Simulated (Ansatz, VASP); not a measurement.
## Two plane-wave programs on Yb

```
Yb
1.0
     0.00000    2.37724    2.77424
     2.37724    0.00000    2.77424
     2.37724    2.37724    0.00000
Yb
1
Cartesian
  0.0000 0.0000 0.0000
```

Alike in both runs: task single point; functional PBE; k mesh 16 × 16 × 16; occupations gaussian, width 0.15 eV; no spin polarisation.

|  | VASP | Ansatz |
| --- | --- | --- |
| version | VASP 6.6.1 | Ansatz 0.2.0 |
| potentials or method | VASP PAW PBE potentials, release 64 (Yb), cutoff 520 eV | scalar-relativistic, plane waves, PAW |
| valence electrons in the cell | 24 | 24 |

|  | VASP | Ansatz | Ansatz less VASP |
| --- | --- | --- | --- |
| gap on the k mesh at the Fermi level (eV) | none | none | - |
| pressure (GPa) | 2.7 | 2.9 | +0.24 |
| traceless stress, the component that is largest in VASP (GPa) | -2.11 | -2.09 | +0.012 |

A gap of «none» marks a metal or a gap that the smearing closes.

Neither program's run includes spin-orbit coupling.
